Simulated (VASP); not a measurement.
# AlN in VASP: a series of runs

AlN is run at these levels: PBEsol; tasks: single point.

Everything below comes from runs of VASP 6.6.1. Logs are shortened: lines on timing, memory, paths and dates and some standing lists are left out, and cuts for length are marked.

## (1) The cell of the first run

The cell holds a slab with vacuum, 20 atoms: a = 3.114 Å, b = 5.876 Å, c = 25.788 Å, α = 90.00°, β = 90.00°, γ = 105.36°.

## (2) Single point, PBEsol

INCAR reads:

```
ALGO     = Normal         # electronic algorithm
DIPOL    = 0.5 0.5 0.500
EDIFF    = 1E-6           # SCF threshold, eV
ENCUT    = 520            # plane-wave cutoff, eV
GGA      = PS             # functional
GGA_COMPAT= F            
IDIPOL   = 3            
ISIF     = 2              # what is computed and relaxed
ISMEAR   = 0              # smearing method
ISYM     = 0            
LASPH    = T              # aspherical terms in the spheres
LCHARG   = F              # write CHGCAR
LDIPOL   = T            
LREAL    = F              # projectors in reciprocal space
LWAVE    = F              # write WAVECAR
NBANDS   = 56             # bands
NELM     = 120            # most SCF steps
NELMDL   = -8           
PREC     = Accurate       # precision mode
SIGMA    = 0.05           # smearing width, eV
```

KPOINTS reads:

```
k-points
0
Gamma
  9 5 1
```

POSCAR reads:

```
AlN
1.0
    3.1136926474      0.0000000000      0.0000000000
   -1.5568463237      5.6661937745      0.0000000000
    0.0000000000      0.0000000000     25.7875969066
Al N
10 10
Direct
    0.8815300833      0.7630601666      0.2908374917
    0.1504034186      0.3008068372      0.3061652984
    0.4947700948      0.9895401897      0.3828043322
    0.7636434301      0.5272868602      0.3981321390
    0.1080101063      0.2160202127      0.4747711728
    0.3768834416      0.7537668832      0.4900989796
    0.7212501178      0.4425002357      0.5667380134
    0.9901234531      0.9802469062      0.5820658201
    0.3344901294      0.6689802587      0.6587048539
    0.6033634646      0.2067269292      0.6740326607
    0.7337940146      0.4675880292      0.3259673393
    0.0026673499      0.0053346997      0.3412951461
    0.3470340261      0.6940680523      0.4179341799
    0.6159073614      0.2318147228      0.4332619866
    0.9602740376      0.9205480753      0.5099010204
    0.2291473729      0.4582947458      0.5252288272
    0.5735140491      0.1470280983      0.6018678610
    0.8423873844      0.6847747688      0.6171956678
    0.1867540607      0.3735081213      0.6938347016
    0.4556273959      0.9112547918      0.7091625083
```

Potentials or basis: VASP PAW PBE potentials, release 64 (Al, N).

Run with:

```sh
cat potpaw_PBE.64/Al/POTCAR potpaw_PBE.64/N/POTCAR > POTCAR
mpirun -np 1 vasp_std > vasp.out
```

OUTCAR:

```text
EDIFF = 1E-6
   ENCUT = 520
   GGA = PS
   ISIF = 2
   ISMEAR = 0
   ISYM = 0
   LASPH = T
   LREAL = F
   NELM = 120
   NELMDL = -8
   PREC = Accurate

 ion  position               nearest neighbor table
   1  0.882  0.763  0.291-  12 1.89  11 1.90   4 3.07   2 3.07   2 3.07   2 3.07   3 3.11   3 3.11

   2  0.150  0.301  0.306-  11 1.89  11 1.89  12 1.90   1 3.07   1 3.07   3 3.07   3 3.07   1 3.07
                             4 3.11   4 3.11
   3  0.495  0.990  0.383-  12 1.89  12 1.89  14 1.89  13 1.90   2 3.07   2 3.07   4 3.07   4 3.07
                             4 3.07   6 3.07   1 3.11   1 3.11   5 3.11   5 3.11
   4  0.764  0.527  0.398-  13 1.89  13 1.89  11 1.89  14 1.90   1 3.07   5 3.07   5 3.07   3 3.07
                             3 3.07   3 3.07   2 3.11   2 3.11   6 3.11   6 3.11
   5  0.108  0.216  0.475-  16 1.89  14 1.89  14 1.89  15 1.90   8 3.07   4 3.07   4 3.07   6 3.07
                             6 3.07   6 3.07   3 3.11   3 3.11   7 3.11   7 3.11
   6  0.377  0.754  0.490-  15 1.89  15 1.89  13 1.89  16 1.90   7 3.07   7 3.07   5 3.07   5 3.07
                             5 3.07   3 3.07   8 3.11   8 3.11   4 3.11   4 3.11
   7  0.721  0.443  0.567-  18 1.89  16 1.89  16 1.89  17 1.90  10 3.07   8 3.07   8 3.07   6 3.07
                             8 3.07   6 3.07   9 3.11   9 3.11   5 3.11   5 3.11
   8  0.990  0.980  0.582-  17 1.89  17 1.89  15 1.89  18 1.90   5 3.07   7 3.07   7 3.07   9 3.07
                             7 3.07   9 3.07   6 3.11   6 3.11  10 3.11  10 3.11
   9  0.334  0.669  0.659-  18 1.89  18 1.89  20 1.89  19 1.90   8 3.07   8 3.07  10 3.07  10 3.07
                            10 3.07   7 3.11   7 3.11
  10  0.603  0.207  0.674-  19 1.89  19 1.89  17 1.89  20 1.90   7 3.07   9 3.07   9 3.07   9 3.07
                             8 3.11   8 3.11
  11  0.734  0.468  0.326-   2 1.89   2 1.89   4 1.89   1 1.90
  12  0.003  0.005  0.341-   3 1.89   3 1.89   1 1.89   2 1.90
  13  0.347  0.694  0.418-   4 1.89   4 1.89   6 1.89   3 1.90
  14  0.616  0.232  0.433-   3 1.89   5 1.89   5 1.89   4 1.90
  15  0.960  0.921  0.510-   6 1.89   6 1.89   8 1.89   5 1.90
  16  0.229  0.458  0.525-   5 1.89   7 1.89   7 1.89   6 1.90
  17  0.574  0.147  0.602-   8 1.89   8 1.89  10 1.89   7 1.90
  18  0.842  0.685  0.617-   9 1.89   9 1.89   7 1.89   8 1.90
  19  0.187  0.374  0.694-  10 1.89  10 1.89   9 1.90
  20  0.456  0.911  0.709-   9 1.89  10 1.90

IMPORTANT INFORMATION: All symmetrisations will be switched off!
NOSYMM: (Re-)initialisation of all symmetry stuff for point group C_1.

----------------------------------------------------------------------------------------

                                     Primitive cell

  volume of cell :     454.9651

  direct lattice vectors                    reciprocal lattice vectors
     3.113692647  0.000000000  0.000000000     0.321162078  0.088242658  0.000000000
    -1.556846324  5.666193774  0.000000000     0.000000000  0.176485316  0.000000000
     0.000000000  0.000000000 25.787596907     0.000000000  0.000000000  0.038778332

  length of vectors
     3.113692647  5.876182636 25.787596907     0.333064328  0.176485316  0.038778332

  position of ions in fractional coordinates (direct lattice)
     0.881530083  0.763060167  0.290837492
     0.150403419  0.300806837  0.306165298
     0.494770095  0.989540190  0.382804332
     0.763643430  0.527286860  0.398132139
     0.108010106  0.216020213  0.474771173
     0.376883442  0.753766883  0.490098980
[... 12 lines left out ...]
     0.186754061  0.373508121  0.693834702
     0.455627396  0.911254792  0.709162508

  ion indices of the primitive-cell ions
   primitive index   ion index
                 1           1
                 2           2
                 3           3
                 4           4
                 5           5
                 6           6
[... 12 lines left out ...]
                19          19
                20          20

----------------------------------------------------------------------------------------

 KPOINTS: k-points

Automatic generation of k-mesh.
 Grid dimensions read from file:
 generate k-points for:    9    5    1

 Generating k-lattice:

  Cartesian coordinates                     Fractional coordinates (reciprocal lattice)
     0.035684675  0.009804740  0.000000000     0.111111111  0.000000000  0.000000000
     0.000000000  0.035297063  0.000000000     0.000000000  0.200000000  0.000000000
     0.000000000  0.000000000  0.038778332     0.000000000  0.000000000  1.000000000

  Length of vectors
[... 22 lines left out ...]
 -----------------------------------------------------------------------------

 WARNING: IBZKPT: internal override: KBLOWUP is changed to .FALSE.
      ... skipping the blow-up phase ...

 Subroutine IBZKPT returns following result:
 ===========================================

 Found     23 irreducible k-points:

 Following reciprocal coordinates:
            Coordinates               Weight
  0.000000  0.000000  0.000000      1.000000
  0.111111  0.000000  0.000000      2.000000
  0.222222  0.000000  0.000000      2.000000
  0.333333  0.000000  0.000000      2.000000
  0.444444  0.000000  0.000000      2.000000
  0.000000  0.200000  0.000000      2.000000
[... 15 lines left out ...]
 -0.222222  0.400000  0.000000      2.000000
 -0.111111  0.400000  0.000000      2.000000
   k-points           NKPTS =     23   k-points in BZ     NKDIM =     23   number of bands    NBANDS=     56
   number of dos      NEDOS =    301   number of ions     NIONS =     20
   total plane-waves  NPLWV = 221184
   dimension x,y,z NGX =    24 NGY =   48 NGZ =  192
   dimension x,y,z NGXF=    48 NGYF=   96 NGZF=  384
   ions per type =              10  10
   NGX,Y,Z   is equivalent  to a cutoff of  12.81, 13.58, 12.38 a.u.
   NGXF,Y,Z  is equivalent  to a cutoff of  25.63, 27.16, 24.76 a.u.
 SYSTEM =  unknown system
   PREC   = accura    normal or accurate (medium, high low for compatibility)
   ISTART =      0    job   : 0-new  1-cont  2-samecut
   ICHARG =      2    charge: 1-file 2-atom 10-const
   ISPIN  =      1    spin polarized calculation?
   LNONCOLLINEAR =      F non collinear calculations
   LSORBIT =      F    spin-orbit coupling
   LASPH  =      T    aspherical Exc in radial PAW
   ENCUT  =  520.0 eV  38.22 Ry    6.18 a.u.   5.79 10.93 47.95*2*pi/ulx,y,z
   NELM   =    120;   NELMIN=  2; NELMDL= -8     # of ELM steps
   EDIFF  = 0.1E-05   stopping-criterion for ELM
   LREAL  =      F    real-space projection
   EDIFFG = 0.1E-04   stopping-criterion for IOM
   NSW    =      0    number of steps for IOM
   IBRION =     -1    ionic relax: 0-MD 1-quasi-New 2-CG
   NFREE  =      0    steps in history (QN), initial steepest desc. (CG)
   ISIF   =      2    stress and relaxation
   ISYM   =      0    0-nonsym 1-usesym 2-fastsym
   POTIM  = 0.5000    time-step for ionic-motion
   TEBEG  =    0.0;   TEEND  =   0.0 temperature during run
   PSTRESS=    0.0 pullay stress
   NELECT =      80.0000    total number of electrons
   NUPDOWN=      -1.0000    fix difference up-down
   EMIN   =  10.00;   EMAX   =-10.00  energy-range for DOS
   EFERMI =   0.00;   METHOD = LEGACY
   ISMEAR =     0;   SIGMA  =   0.05  broadening in eV -4-tet -1-fermi 0-gaus
   EFERMI_NEDOS =   21; number of points for ismear=-14 and -15
   IALGO  =     38    algorithm
   IMIX   =      4    mixing-type and parameters
     AMIX     =   0.40;   BMIX     =  1.00
     AMIX_MAG =   1.60;   BMIX_MAG =  1.00
  volume/ion in A,a.u.               =      22.75       153.51
  Fermi-wavevector in a.u.,A,eV,Ry     =   0.917161  1.733183 11.445002  0.841184
  Thomas-Fermi vector in A             =   2.042098
   LORBIT       =      0    0 simple, 1 ext, 2 COOP (PROOUT), +10 PAW based schemes
   GGA     = PS    functional components
   LHFCALC =     F    Hartree Fock is set to
   AEXX    =    0.0000 exact exchange contribution
   IVDW    =     0    specifies the selected vdW correction
   LEPSILON=     F    determine dielectric tensor
   LRPA    =     F    only Hartree local field effects (RPA)
 non-spin polarized calculation
 Gauss-broadening in eV      SIGMA  =   0.05
  energy-cutoff  :      520.00
  volume of cell :      454.97
 maximum number of plane-waves:     12302
   NGX = 11   NGY = 21   NGZ = 95

 dipolmoment           0.000000      0.000000     -0.058671 electrons x Angstroem

 number of electron      80.0000000 magnetization

 dipolmoment           0.000000      0.000000      0.357208 electrons x Angstroem

 Free energy of the ion-electron system (eV)
  ---------------------------------------------------
  ext. energy  EPLUGINS =         0.00000000
  ---------------------------------------------------
  free energy    TOTEN  =      -145.11525099 eV

  energy without entropy =     -145.09018939  energy(sigma->0) =     -145.10272019

 E-fermi :  -0.0279     XC(G=0):  -5.8769

 val. band max:       -0.0293787043   @ k =   0.2222   0.4000   0.0000
 cond. band min:      -0.0268483540   @ k =   0.1111   0.4000   0.0000
 fundamental gap:      0.0025303503
 Fermi energy:        -0.0279438347

 k-point     1 :       0.0000    0.0000    0.0000
  band No.  band energies     occupation
      1     -17.0371      2.00000
      2     -16.1602      2.00000
      3     -15.4974      2.00000
      4     -15.3188      2.00000
      5     -14.8522      2.00000
      6     -14.5225      2.00000
[... 1254 lines left out ...]
     51       5.7902      0.00000
     52       6.0130      0.00000
 [bands above 52 left out]

------------------------ aborting loop because EDIFF is reached ----------------------------------------

 vacuum level on the upper side and lower side of the slab       (xc-potential included)         1.741        -1.810

  FORCE on cell =-STRESS in cart. coord.  units (eV):
  Direction    XX          YY          ZZ          XY          YZ          ZX
  --------------------------------------------------------------------------------------
  -------------------------------------------------------------------------------------
  Total       -3.3134807     -3.1653883      0.2844396      0.0031268     -0.4376365     -0.0018348
  in kB      -11.6685528    -11.1470395      1.0016654      0.0110110     -1.5411540     -0.0064614
  external PRESSURE =      -7.2713090 kB  Pullay stress =       0.0000000 kB

 VOLUME and BASIS-vectors are now :
 -----------------------------------------------------------------------------
  energy-cutoff  :      520.00
  volume of cell :      454.97
      direct lattice vectors                 reciprocal lattice vectors
     3.113692647  0.000000000  0.000000000     0.321162078  0.088242658  0.000000000
    -1.556846324  5.666193774  0.000000000     0.000000000  0.176485316  0.000000000
     0.000000000  0.000000000 25.787596907     0.000000000  0.000000000  0.038778332

 POSITION                                       TOTAL-FORCE (eV/Angst)
 -----------------------------------------------------------------------------------
      1.55685      4.32365      7.50000        -0.000019      0.228344     -0.972233
      0.00000      1.70443      7.89527        -0.000280      0.253392      0.876705
     -0.00000      5.60693      9.87160        -0.000004      0.046281      0.512228
      1.55685      2.98771     10.26687        -0.000017     -0.165654      0.834192
     -0.00000      1.22401     12.24321         0.000010     -0.017789      0.612425
      0.00000      4.27099     12.63847         0.000115     -0.014033      0.684572
[... 12 lines left out ...]
      0.00000      2.11637     17.89233        -0.000105     -0.374906     -1.876175
      0.00000      5.16335     18.28760        -0.000563      0.100420     -0.893700
 -----------------------------------------------------------------------------------
    total drift:                               -0.000377      0.000917      0.000896

  FREE ENERGIE OF THE ION-ELECTRON SYSTEM (eV)
  ---------------------------------------------------
  free  energy   TOTEN  =      -145.1152509878 eV

  energy  without entropy=     -145.0901893851  energy(sigma->0) =     -145.10272019

 vacuum level on the upper side and lower side of the slab         8.240         4.594
```

Run time: 17 min. Hardware: 1 thread of Intel Xeon 6975P-C (Granite Rapids), shared host; peak memory 0.76 GiB.

What came out:

```
Free energy            : -145.1153 eV
Largest force          : 2.319 eV/Å
Band gap on the k mesh : zero (bands 40 and 41 overlap by 0.07 eV)
```

Forces in eV/Å, atoms in the order of the input:
```
Al   0.000  0.228 -0.972
Al   0.000  0.253  0.877
Al   0.000  0.046  0.512
Al   0.000 -0.166  0.834
Al   0.000 -0.018  0.612
Al   0.000 -0.014  0.685
Al   0.000 -0.032  0.680
Al   0.001 -0.006  0.742
Al   0.000 -0.468  1.382
Al   0.001  0.602  2.240
N    0.000 -0.838 -0.435
N    0.000  0.418 -0.133
N    0.000  0.030 -0.710
N    0.000  0.052 -0.552
N    0.000 -0.005 -0.660
N    0.000  0.038 -0.638
N   -0.001  0.047 -0.850
N    0.000  0.107 -0.843
N    0.000 -0.375 -1.876
N   -0.001  0.100 -0.894
```

Caveat: the PAW data sets were made with another functional, which shifts forces and pressure a little.

## (3) Single point, PBEsol

INCAR reads:

```
  PREC = Accurate
  ENCUT = 520
  EDIFF = 1E-6
  ISMEAR = 0
  SIGMA = 0.05
  LREAL = False
  LASPH = True
  NELM = 120
  ALGO = Normal
  ISIF = 2
  LWAVE = False
  LCHARG = False
  LDIPOL = True
  IDIPOL = 3
  DIPOL = 0.5 0.5 0.500
  GGA = PS
  NBANDS = 56
  ISYM = 0
  GGA_COMPAT = False
  NELMDL = -8
```

KPOINTS reads:

```
regular mesh
0
Gamma
  9 5 1
```

POSCAR reads:

```
AlN
1.0
    3.1136926474      0.0000000000      0.0000000000
   -1.5568463237      5.6661937745      0.0000000000
    0.0000000000      0.0000000000     25.7875969066
Al N
10 10
Direct
    0.8879615105      0.7759463023      0.2855468300
    0.1590625813      0.3180976658      0.3174697810
    0.4949875682      0.9899548664      0.3833503423
    0.7670102337      0.5340006854      0.4014701693
    0.1077844786      0.2155496747      0.4760684637
    0.3775796457      0.7551393833      0.4924781971
    0.7191280347      0.4382413458      0.5681318779
    0.9895256636      0.9790433667      0.5839802286
    0.3279409555      0.6558713388      0.6585055890
    0.5975268190      0.1950856625      0.6781597916
    0.7396106661      0.4791956146      0.3260160723
    0.0062748816      0.0125256449      0.3404143046
    0.3495464056      0.6990701989      0.4175974183
    0.6174123939      0.2348050094      0.4322600549
    0.9609167538      0.9218132654      0.5089710595
    0.2293332874      0.4586519575      0.5243726333
    0.5717267958      0.1434474028      0.6001373929
    0.8420582196      0.6841159611      0.6154711479
    0.1781840700      0.3564022095      0.6838297538
    0.4480038278      0.8961920289      0.7057688921
```

Potentials or basis: VASP PAW PBE potentials, release 64 (Al, N).

Run with:

```sh
cat potpaw_PBE.64/Al/POTCAR potpaw_PBE.64/N/POTCAR > POTCAR
mpirun -np 1 vasp_std > vasp.out
```

OUTCAR:

```text
PREC = Accurate
   ENCUT = 520
   EDIFF = 1E-6
   ISMEAR = 0
   LREAL = False
   LASPH = True
   NELM = 120
   ISIF = 2
   GGA = PS
   ISYM = 0
   NELMDL = -8

 ion  position               nearest neighbor table
   1  0.888  0.776  0.286-  12 1.95  11 1.98   2 3.14   2 3.14   2 3.18   3 3.20   3 3.20   4 3.29

   2  0.159  0.318  0.317-  11 1.82  11 1.82  12 1.83   4 2.93   4 2.93   3 2.96   3 2.96   1 3.14
                             1 3.14   1 3.18
   3  0.495  0.990  0.383-  13 1.87  14 1.87  12 1.91  12 1.91   2 2.96   2 2.96   4 3.05   4 3.05
                             6 3.11   4 3.12   5 3.13   5 3.13   1 3.20   1 3.20
   4  0.767  0.534  0.401-  13 1.86  13 1.86  14 1.87  11 1.97   2 2.93   2 2.93   3 3.05   3 3.05
                             5 3.06   5 3.06   6 3.08   6 3.08   3 3.12   1 3.29
[... 1515 lines left out ...]
  energy-cutoff  :      520.00
  volume of cell :      454.97
      direct lattice vectors                 reciprocal lattice vectors
     3.113692647  0.000000000  0.000000000     0.321162078  0.088242658  0.000000000
    -1.556846324  5.666193774  0.000000000     0.000000000  0.176485316  0.000000000
     0.000000000  0.000000000 25.787596907     0.000000000  0.000000000  0.038778332

 POSITION                                       TOTAL-FORCE (eV/Angst)
 -----------------------------------------------------------------------------------
      1.55681      4.39666      7.36357         0.000182     -0.006463     -0.004175
      0.00004      1.80240      8.18678        -0.000105      0.009143     -0.003193
      0.00003      5.60928      9.88568         0.000051      0.009504      0.002555
      1.55688      3.02575     10.35295         0.000089     -0.000212      0.004077
      0.00003      1.22135     12.27666         0.000001      0.004519     -0.014049
      0.00003      4.27877     12.69983        -0.000003      0.000844     -0.001718
[... 12 lines left out ...]
     -0.00005      2.01944     17.63433         0.000011      0.003393      0.007251
     -0.00029      5.07800     18.20008         0.000167     -0.000653      0.004736
 -----------------------------------------------------------------------------------
    total drift:                                0.000065      0.000248     -0.003844

  FREE ENERGIE OF THE ION-ELECTRON SYSTEM (eV)
  ---------------------------------------------------
  free  energy   TOTEN  =      -145.8816786462 eV

  energy  without entropy=     -145.8611615404  energy(sigma->0) =     -145.87142009

 vacuum level on the upper side and lower side of the slab         7.819         4.516
```

Wall time 18 min (1 thread of Intel Xeon 6975P-C (Granite Rapids), shared host); peak memory 0.73 GiB.

Results:

```yaml
Free_energy: -145.8817 eV
Largest_force: 0.018 eV/Å
Band_gap_on_the_k_mesh: zero (bands 40 and 41 overlap by 0.10 eV)
```

Forces in eV/Å, atoms in the order of the input:
```
Al   0.000 -0.006 -0.004
Al   0.000  0.009 -0.003
Al   0.000  0.010  0.003
Al   0.000  0.000  0.004
Al   0.000  0.005 -0.014
Al   0.000  0.001 -0.002
Al   0.000  0.009 -0.012
Al   0.000 -0.001 -0.007
Al   0.000  0.013 -0.012
Al   0.000 -0.009  0.000
N    0.000  0.009 -0.005
N    0.000 -0.017 -0.006
N    0.000  0.003  0.006
N    0.000 -0.005  0.012
N    0.000 -0.008  0.001
N    0.000  0.001  0.007
N    0.000 -0.008  0.009
N    0.000 -0.006  0.012
N    0.000  0.003  0.007
N    0.000 -0.001  0.005
```

Levels at points of the mesh, in eV from the Fermi level:
```csv
k point,band 38,band 39,band 40,band 41,band 42,band 43
"(0.00, 0.00, 0.00)",-0.61,-0.42,-0.10,0.86,1.05,2.14
```

Caveat: the PAW data sets were made with another functional, which shifts forces and pressure a little.
